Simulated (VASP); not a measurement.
# WS2 (P6_3/mmc) in VASP: further runs, part 2 of 2

VASP 6.6.1. The steps go on from the part before.

## (3) Single point, r2SCAN

POSCAR

```
WS2
1.0
    3.1816189179      0.0000000000      0.0000000000
   -1.5908094589      2.7553628080      0.0000000000
    0.0000000000      0.0000000000     13.5900758494
W S
2 4
Direct
    0.3333333333      0.6666666667      0.2500000000
    0.6666666667      0.3333333333      0.7500000000
    0.3333333333      0.6666666667      0.6352074394
    0.6666666667      0.3333333333      0.1352074394
    0.3333333333      0.6666666667      0.8647925606
    0.6666666667      0.3333333333      0.3647925606
```

INCAR.step1

```
PREC     = Accurate       # precision mode
ENCUT    = 520            # plane-wave cutoff, eV
ISMEAR   = 0              # smearing method
SIGMA    = 0.02           # smearing width, eV
LREAL    = False          # projectors in reciprocal space
LASPH    = True           # aspherical terms in the spheres
NELM     = 80             # most SCF steps
NBANDS   = 35             # bands
GGA      = PE             # functional
ALGO     = Normal         # electronic algorithm
EDIFF    = 1E-4           # SCF threshold, eV
LWAVE    = True           # write WAVECAR
LCHARG   = False          # write CHGCAR
```

INCAR.step2

```
PREC     = Accurate       # precision mode
ENCUT    = 520            # plane-wave cutoff, eV
EDIFF    = 1E-7           # SCF threshold, eV
ISMEAR   = 0              # smearing method
SIGMA    = 0.02           # smearing width, eV
LREAL    = False          # projectors in reciprocal space
LASPH    = True           # aspherical terms in the spheres
NELM     = 80             # most SCF steps
ALGO     = Normal         # electronic algorithm
ISIF     = 2              # what is computed and relaxed
LWAVE    = False          # write WAVECAR
LCHARG   = False          # write CHGCAR
METAGGA  = R2SCAN         # meta-GGA
LMIXTAU  = True         
NBANDS   = 35             # bands
ISTART   = 1
```

KPOINTS

```
regular mesh
0
Gamma
  12 12 2
```

Potentials or basis: VASP PAW PBE potentials, release 64 (W_sv, S).

Started as:

```sh
> cat potpaw_PBE.64/W_sv/POTCAR potpaw_PBE.64/S/POTCAR > POTCAR
> cp INCAR.step1 INCAR
> mpirun -np 1 vasp_std > vasp.out
> cp INCAR.step2 INCAR
> mpirun -np 1 vasp_std > vasp.out
```

OUTCAR:

```text
PREC = Accurate
   ENCUT = 520
   EDIFF = 1E-7
   ISMEAR = 0
   LREAL = False
   LASPH = True
   NELM = 80
   ISIF = 2
   METAGGA = R2SCAN
   ISTART = 1

 ion  position               nearest neighbor table
   1  0.333  0.667  0.250-   4 2.41   6 2.41   4 2.41   6 2.41   4 2.41   6 2.41
   2  0.667  0.333  0.750-   3 2.41   5 2.41   3 2.41   5 2.41   3 2.41   5 2.41
   3  0.333  0.667  0.635-   2 2.41   2 2.41   2 2.41
   4  0.667  0.333  0.135-   1 2.41   1 2.41   1 2.41
   5  0.333  0.667  0.865-   2 2.41   2 2.41   2 2.41
   6  0.667  0.333  0.365-   1 2.41   1 2.41   1 2.41

  LATTYP: Found a hexagonal cell.
 ALAT       =     3.1816189179
 C/A-ratio  =     4.2714341975

  Lattice vectors:

 A1 = (   3.1816189179,   0.0000000000,   0.0000000000)
 A2 = (  -1.5908094589,   2.7553628080,   0.0000000000)
 A3 = (   0.0000000000,   0.0000000000,  13.5900758494)

Analysis of symmetry for initial positions (statically):
=====================================================================
 Subroutine PRICEL returns:
 Original cell was already a primitive cell.

 Routine SETGRP: Setting up the symmetry group for a
 hexagonal supercell.

 Subroutine GETGRP returns: Found 24 space group operations
 (whereof 12 operations were pure point group operations)
 out of a pool of 24 trial point group operations.

The static configuration has the point symmetry D_3d.
 The point group associated with its full space group is D_6h.

Analysis of symmetry for dynamics (positions and initial velocities):
=====================================================================
 Subroutine PRICEL returns:
 Original cell was already a primitive cell.

 Routine SETGRP: Setting up the symmetry group for a
 hexagonal supercell.

 Subroutine GETGRP returns: Found 24 space group operations
 (whereof 12 operations were pure point group operations)
 out of a pool of 24 trial point group operations.

The dynamic configuration has the point symmetry D_3d.
 The point group associated with its full space group is D_6h.

 Subroutine INISYM returns: Found 24 space group operations
 (whereof 12 operations are pure point group operations),
 and found     1 'primitive' translations

----------------------------------------------------------------------------------------

                                     Primitive cell

  volume of cell :     119.1376

  direct lattice vectors                    reciprocal lattice vectors
     3.181618918  0.000000000  0.000000000     0.314305398  0.181464306  0.000000000
    -1.590809459  2.755362808  0.000000000     0.000000000  0.362928612  0.000000000
     0.000000000  0.000000000 13.590075849     0.000000000  0.000000000  0.073583107

  length of vectors
     3.181618918  3.181618918 13.590075849     0.362928612  0.362928612  0.073583107

  position of ions in fractional coordinates (direct lattice)
     0.333333333  0.666666667  0.250000000
     0.666666667  0.333333333  0.750000000
     0.333333333  0.666666667  0.635207439
     0.666666667  0.333333333  0.135207439
     0.333333333  0.666666667  0.864792561
     0.666666667  0.333333333  0.364792561

  ion indices of the primitive-cell ions
   primitive index   ion index
[... 35 lines left out ...]
  0.000000  0.000000  0.000000      1.000000
  0.083333 -0.000000  0.000000      6.000000
  0.166667 -0.000000  0.000000      6.000000
  0.250000  0.000000  0.000000      6.000000
  0.333333  0.000000  0.000000      6.000000
  0.416667 -0.000000  0.000000      6.000000
[... 16 lines left out ...]
  0.250000  0.000000  0.500000      6.000000
  0.333333  0.000000  0.500000      6.000000
 [... further k-points ...]
   k-points           NKPTS =     38   k-points in BZ     NKDIM =     38   number of bands    NBANDS=     35
   number of dos      NEDOS =    301   number of ions     NIONS =      6
   total plane-waves  NPLWV =  62208
   dimension x,y,z NGX =    24 NGY =   24 NGZ =  108
   dimension x,y,z NGXF=    48 NGYF=   48 NGZF=  216
   ions per type =               2   4
   NGX,Y,Z   is equivalent  to a cutoff of  12.54, 12.54, 13.21 a.u.
   NGXF,Y,Z  is equivalent  to a cutoff of  25.08, 25.08, 26.42 a.u.
 SYSTEM =  unknown system
   PREC   = accura    normal or accurate (medium, high low for compatibility)
   ISTART =      1    job   : 0-new  1-cont  2-samecut
   ICHARG =      0    charge: 1-file 2-atom 10-const
   ISPIN  =      1    spin polarized calculation?
   LNONCOLLINEAR =      F non collinear calculations
   LSORBIT =      F    spin-orbit coupling
   LASPH  =      T    aspherical Exc in radial PAW
   ENCUT  =  520.0 eV  38.22 Ry    6.18 a.u.   5.92  5.92 25.27*2*pi/ulx,y,z
   NELM   =     80;   NELMIN=  2; NELMDL=  0     # of ELM steps
   EDIFF  = 0.1E-06   stopping-criterion for ELM
   LREAL  =      F    real-space projection
   EDIFFG = 0.1E-05   stopping-criterion for IOM
   NSW    =      0    number of steps for IOM
   IBRION =     -1    ionic relax: 0-MD 1-quasi-New 2-CG
   NFREE  =      0    steps in history (QN), initial steepest desc. (CG)
   ISIF   =      2    stress and relaxation
   ISYM   =      2    0-nonsym 1-usesym 2-fastsym
   POTIM  = 0.5000    time-step for ionic-motion
   TEBEG  =    0.0;   TEEND  =   0.0 temperature during run
   PSTRESS=    0.0 pullay stress
   NELECT =      52.0000    total number of electrons
   NUPDOWN=      -1.0000    fix difference up-down
   EMIN   =  10.00;   EMAX   =-10.00  energy-range for DOS
   EFERMI =   0.00;   METHOD = LEGACY
   ISMEAR =     0;   SIGMA  =   0.02  broadening in eV -4-tet -1-fermi 0-gaus
   EFERMI_NEDOS =   21; number of points for ismear=-14 and -15
   IALGO  =     38    algorithm
   IMIX   =      4    mixing-type and parameters
     AMIX     =   0.40;   BMIX     =  1.00
     AMIX_MAG =   1.60;   BMIX_MAG =  1.00
  volume/ion in A,a.u.               =      19.86       134.00
  Fermi-wavevector in a.u.,A,eV,Ry     =   1.241823  2.346705 20.981873  1.542124
  Thomas-Fermi vector in A             =   2.376204
   LORBIT       =      0    0 simple, 1 ext, 2 COOP (PROOUT), +10 PAW based schemes
   METAGGA = R2SCAN    functional components
   LHFCALC =     F    Hartree Fock is set to
   AEXX    =    0.0000 exact exchange contribution
   IVDW    =     0    specifies the selected vdW correction
   LEPSILON=     F    determine dielectric tensor
   LRPA    =     F    only Hartree local field effects (RPA)
 non-spin polarized calculation
 Gauss-broadening in eV      SIGMA  =   0.02
  energy-cutoff  :      520.00
  volume of cell :      119.14
 maximum number of plane-waves:      3234
 NGX is ok and might be reduce to    24
   NGX = 11   NGY = 11   NGZ = 51

 number of electron      51.9999996 magnetization

 Free energy of the ion-electron system (eV)
  ---------------------------------------------------
  ext. energy  EPLUGINS =         0.00000000
  ---------------------------------------------------
  free energy    TOTEN  =      -140.15867347 eV

  energy without entropy =     -140.15867347  energy(sigma->0) =     -140.15867347

 E-fermi :   5.9426     XC(G=0): -10.8230

 val. band max:        5.7363845444   @ k =   0.0000   0.0000   0.0000
 cond. band min:       7.2468115063   @ k =   0.3333   0.3333   0.0000
 fundamental gap:      1.5104269619
 Fermi energy:         5.9425633712

 k-point     1 :       0.0000    0.0000    0.0000
  band No.  band energies     occupation
      1     -70.6356      2.00000
      2     -70.6356      2.00000
      3     -34.2230      2.00000
      4     -34.2230      2.00000
      5     -34.0690      2.00000
      6     -34.0690      2.00000
[... 901 lines left out ...]
     34      10.0596      0.00000
     35      12.4877      0.00000

 [... further k-points ...]

------------------------ aborting loop because EDIFF is reached ----------------------------------------

  FORCE on cell =-STRESS in cart. coord.  units (eV):
  Direction    XX          YY          ZZ          XY          YZ          ZX
  --------------------------------------------------------------------------------------
  -------------------------------------------------------------------------------------
  Total        0.0833749      0.0833749     -0.2188345      0.0000000      0.0000000      0.0000000
  in kB        1.1212356      1.1212356     -2.9429135      0.0000000      0.0000000      0.0000000
  external PRESSURE =      -0.2334808 kB  Pullay stress =       0.0000000 kB

 VOLUME and BASIS-vectors are now :
 -----------------------------------------------------------------------------
  energy-cutoff  :      520.00
  volume of cell :      119.14
      direct lattice vectors                 reciprocal lattice vectors
     3.181618918  0.000000000  0.000000000     0.314305398  0.181464306  0.000000000
    -1.590809459  2.755362808  0.000000000     0.000000000  0.362928612  0.000000000
     0.000000000  0.000000000 13.590075849     0.000000000  0.000000000  0.073583107

 POSITION                                       TOTAL-FORCE (eV/Angst)
 -----------------------------------------------------------------------------------
     -0.00000      1.83691      3.39752        -0.000000      0.000000      0.000000
      1.59081      0.91845     10.19256         0.000000     -0.000000      0.000000
     -0.00000      1.83691      8.63252        -0.000000      0.000000     -0.027447
      1.59081      0.91845      1.83748        -0.000000      0.000000     -0.027447
     -0.00000      1.83691     11.75260        -0.000000     -0.000000      0.027447
      1.59081      0.91845      4.95756        -0.000000     -0.000000      0.027447
 -----------------------------------------------------------------------------------
    total drift:                               -0.000000      0.000000     -0.000000

  FREE ENERGIE OF THE ION-ELECTRON SYSTEM (eV)
  ---------------------------------------------------
  free  energy   TOTEN  =      -140.1586734718 eV

  energy  without entropy=     -140.1586734718  energy(sigma->0) =     -140.15867347
```

Run time: 6.1 min. Hardware: 1 thread of AMD EPYC 9R45 (Zen 5), shared host; peak memory 0.29 GiB.

What came out:

```yaml
Free_energy: -140.1587 eV
Pressure: 0.0 GPa
Largest_force: 0.027 eV/Å
Band_gap_on_the_k_mesh: 1.51 eV, indirect (least direct gap 1.90 eV)
```

Forces on the atoms (eV/Å):
```
W    0.000  0.000  0.000
W    0.000  0.000  0.000
S    0.000  0.000 -0.027
S    0.000  0.000 -0.027
S    0.000  0.000  0.027
S    0.000  0.000  0.027
```

Stress tensor (GPa, compression positive):
```
 0.11  0.00  0.00
 0.00  0.11  0.00
 0.00  0.00 -0.29
```

Caveat: the PAW data sets were made with another functional, which shifts forces and pressure a little; spin-orbit coupling is left out, which moves the levels of the heavy elements. A k mesh can miss the band edges.

## (4) Single point, r2SCAN (strain along c alone, the other axes held: +6.0 %, then relaxed in part)

POSCAR

```
WS2
1.0
    3.1816189179      0.0000000000      0.0000000000
   -1.5908094589      2.7553628080      0.0000000000
    0.0000000000      0.0000000000     13.8514234619
W S
2 4
Direct
    0.3333333333      0.6666666667      0.2500000000
    0.6666666667      0.3333333333      0.7500000000
    0.3333333333      0.6666666667      0.6373658675
    0.6666666667      0.3333333333      0.1373658675
    0.3333333333      0.6666666667      0.8626341325
    0.6666666667      0.3333333333      0.3626341325
```

INCAR.step1

```
PREC     = Accurate       # precision mode
ENCUT    = 520            # plane-wave cutoff, eV
ISMEAR   = 0              # smearing method
SIGMA    = 0.02           # smearing width, eV
LREAL    = F              # projectors in reciprocal space
LASPH    = T              # aspherical terms in the spheres
NELM     = 80             # most SCF steps
NBANDS   = 35             # bands
GGA      = PE             # functional
ALGO     = Normal         # electronic algorithm
EDIFF    = 1E-4           # SCF threshold, eV
LWAVE    = T              # write WAVECAR
LCHARG   = F              # write CHGCAR
```

INCAR.step2

```
PREC     = Accurate       # precision mode
ENCUT    = 520            # plane-wave cutoff, eV
EDIFF    = 1E-6           # SCF threshold, eV
ISMEAR   = 0              # smearing method
SIGMA    = 0.02           # smearing width, eV
LREAL    = F              # projectors in reciprocal space
LASPH    = T              # aspherical terms in the spheres
NELM     = 80             # most SCF steps
ALGO     = Normal         # electronic algorithm
ISIF     = 2              # what is computed and relaxed
LWAVE    = F              # write WAVECAR
LCHARG   = F              # write CHGCAR
METAGGA  = R2SCAN         # meta-GGA
LMIXTAU  = T            
NBANDS   = 35             # bands
ISTART   = 1
```

KPOINTS is that of step 3.

Started as:

```sh
> cat potpaw_PBE.64/W_sv/POTCAR potpaw_PBE.64/S/POTCAR > POTCAR
> cp INCAR.step1 INCAR
> mpirun -np 1 vasp_std > vasp.out
> cp INCAR.step2 INCAR
> mpirun -np 1 vasp_std > vasp.out
```

Run time: 5.8 min. Hardware: 1 thread of AMD EPYC 9R45 (Zen 5), shared host; peak memory 0.3 GiB.

It converged, with:

* Free energy: -140.1516 eV
* Pressure: -0.1 GPa
* Largest force: 0.027 eV/Å
* Band gap on the k mesh: 1.56 eV, indirect (least direct gap 1.90 eV)

Forces in eV/Å, atoms in the order of the input:
```
W    0.000  0.000  0.000
W    0.000  0.000  0.000
S    0.000  0.000 -0.027
S    0.000  0.000 -0.027
S    0.000  0.000  0.027
S    0.000  0.000  0.027
```

Stress tensor (GPa, compression positive):
```
 0.09  0.00  0.00
 0.00  0.09  0.00
 0.00  0.00 -0.37
```

Levels at points of the mesh, in eV from the valence-band top:
```tsv
k point	band 23	band 24	band 25	band 26	band 27	band 28	band 29	band 30
(0.00, 0.00, 0.00)	-2.12	-2.05	-0.66	0.00	2.72	2.72	2.72	2.72
(0.50, 0.00, 0.00)	-1.80	-1.76	-1.36	-1.32	2.64	2.65	3.06	3.16
(0.00, 0.00, 0.50)	-2.13	-2.13	-0.26	-0.26	2.72	2.72	2.72	2.72
(0.50, 0.00, 0.50)	-1.78	-1.78	-1.34	-1.34	2.65	2.65	3.11	3.11
```

Caveat: the cell differs from its parent crystal (strain along c alone, the other axes held: +6.0 %, then relaxed in part); the PAW data sets were made with another functional, which shifts forces and pressure a little; spin-orbit coupling is left out, which moves the levels of the heavy elements. A k mesh can miss the band edges.
